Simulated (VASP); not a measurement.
Write the native input for VASP 6.6.1 that does the following.

| Item | Value |
| --- | --- |
| Task | single point |
| Functional | BLYP |
| Potentials or basis | VASP PAW PBE potentials, release 64 (Si, N) |
| Cutoff | 520 eV |
| k mesh | 7 × 7 × 7 |
| Occupations | fermi-dirac, width 0.05 eV |
| Spin | no spin polarisation |
| Dipole correction | no |
| Further INCAR settings | ALGO = Normal; EDIFF = 1e-07; NBANDS = 25 |

The structure of Si3N4 lies in POSCAR:

```
Si3N4
1.0
    4.1598300446      0.0000000000      0.0000000000
    0.0000000000      4.1598300446      0.0000000000
    0.0000000000      0.0000000000      4.1598300446
Si N
3 4
Direct
    0.0000000000      0.0000000000      0.5000000000
    0.5000000000      0.0000000000      0.0000000000
    0.0000000000      0.5000000000      0.0000000000
    0.2373504892      0.2373504892      0.7626495108
    0.7626495108      0.7626495108      0.7626495108
    0.2373504892      0.7626495108      0.2373504892
    0.7626495108      0.2373504892      0.2373504892
```

These files were run (other wordings do the same):

INCAR

```
  PREC = Accurate
  ENCUT = 520
  EDIFF = 1E-7
  ISMEAR = -1
  SIGMA = 0.05
  LREAL = False
  LASPH = True
  NELM = 100
  ALGO = Normal
  ISIF = 2
  LWAVE = False
  LCHARG = False
  GGA = B5
  ALDAX = 1.0
  AGGAX = 1.0
  AGGAC = 1.0
  ALDAC = 0.0
  NBANDS = 25
```

KPOINTS

```
regular mesh
0
Gamma
  7 7 7
```

Potentials or basis: VASP PAW PBE potentials, release 64 (Si, N).

The run is started by

```sh
$ cat potpaw_PBE.64/Si/POTCAR potpaw_PBE.64/N/POTCAR > POTCAR
$ mpirun -np 1 vasp_std > vasp.out
```

It gave:

* Pressure: 0.6 GPa
* Largest force: 0.014 eV/Å
* Band gap on the k mesh: 3.01 eV, indirect (least direct gap 3.18 eV)

Caveat: the PAW data sets were made with another functional, which shifts forces and pressure a little.

It took 31 s on 1 thread of AMD EPYC 9R45 96-Core Processor (Zen 5), with other jobs on the host, peak memory 0.15 GiB.
